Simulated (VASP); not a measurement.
Here is a VASP 6.6.1 calculation.

The input INCAR:

```
PREC = Accurate
ENCUT = 520
EDIFF = 1E-6
ISMEAR = 0
SIGMA = 0.1
LREAL = False
LASPH = True
NELM = 80
ALGO = Normal
ISIF = 2
LWAVE = False
LCHARG = False
GGA = PE
NBANDS = 31
```

File KPOINTS:

```
Automatic mesh
0
Gamma
  6 6 2
```

POSCAR

```
TiAl3
1.0
    2.9198948800      0.0000000000      0.0000000000
   -1.4599474400      2.5287031400      0.0000000000
    0.0000000000      0.0000000000     14.0491837800
Ti Al
2 6
Direct
    0.0000000000      0.0000000000      0.0000000000
    0.0000000000      0.0000000000      0.5000000000
    0.3333333300      0.6666666700      0.0888872600
    0.6666666700      0.3333333300      0.5888872600
    0.3333333300      0.6666666700      0.4111127400
    0.6666666700      0.3333333300      0.9111127400
    0.3333333300      0.6666666700      0.7500000000
    0.6666666700      0.3333333300      0.2500000000
```

Potentials or basis: VASP PAW PBE potentials, release 64 (Ti_sv, Al).

The run is started by

```bash
$ cat potpaw_PBE.64/Ti_sv/POTCAR potpaw_PBE.64/Al/POTCAR > POTCAR
$ mpirun -np 1 vasp_std > vasp.out
```

(1) What does it give for the pressure?

(2) What does it give for the largest force?

(3) Predict the band gap on the k mesh.

Results:

(1) 72.9 GPa.

(2) 9.628 eV/Å.

(3) zero (band 21 reaches 11.27 eV, above the bottom of band 22 at 9.17 eV).

Caveat: the k points lie up to 0.41 Å⁻¹ apart; forces of over 1 eV/Å act on the atoms, so gaps and moduli don't describe the material at rest.
